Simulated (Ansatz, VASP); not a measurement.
## MgB2Te4 in VASP and in Ansatz

```
CELL_PARAMETERS angstrom
5.55729 0.00000 0.00000
-2.77864 4.81275 0.00000
0.00000 0.00000 6.25702
ATOMIC_POSITIONS crystal
Mg 0.00000 0.00000 0.00000
B 0.00000 0.00000 0.62991
B 0.00000 0.00000 0.37009
Te 0.33333 0.66667 0.00000
Te 0.66667 0.33333 0.00000
Te 0.33333 0.66667 0.50000
Te 0.66667 0.33333 0.50000
```

Alike in both runs: functional PBE; k mesh 9 × 9 × 6; occupations gaussian, width 0.1 eV; no spin polarisation.

Ansatz relaxed the structure, and its values are those at the end. VASP's run is a single point on that final structure, the one shown.

|  | VASP | Ansatz |
| --- | --- | --- |
| version | VASP 6.6.1 | Ansatz 0.2.0 |
| potentials or method | VASP PAW PBE potentials, release 64 (Mg, B, Te), cutoff 520 eV | scalar-relativistic, plane waves, PAW |
| valence electrons in the cell | 32 | 80 |

VASP gave:

```
gap on the k mesh at the Fermi level (eV) : none
pressure (GPa)                            : -0.1
rms of the force components (eV/Å)        : 0.006
```

Problem. Which values does Ansatz return?

Solution. gap on the k mesh at the Fermi level (eV): none; pressure (GPa): 0.0; rms of the force components (eV/Å): 0.001.

A gap of «none» marks a metal or a gap that the smearing closes. With one functional, cell and mesh, what is left measures potentials, basis and numerics. VASP's potentials hold 32 valence electrons a cell and Ansatz's 80, so a difference there can come from the potentials and not from the codes.

Spin-orbit coupling is off throughout.
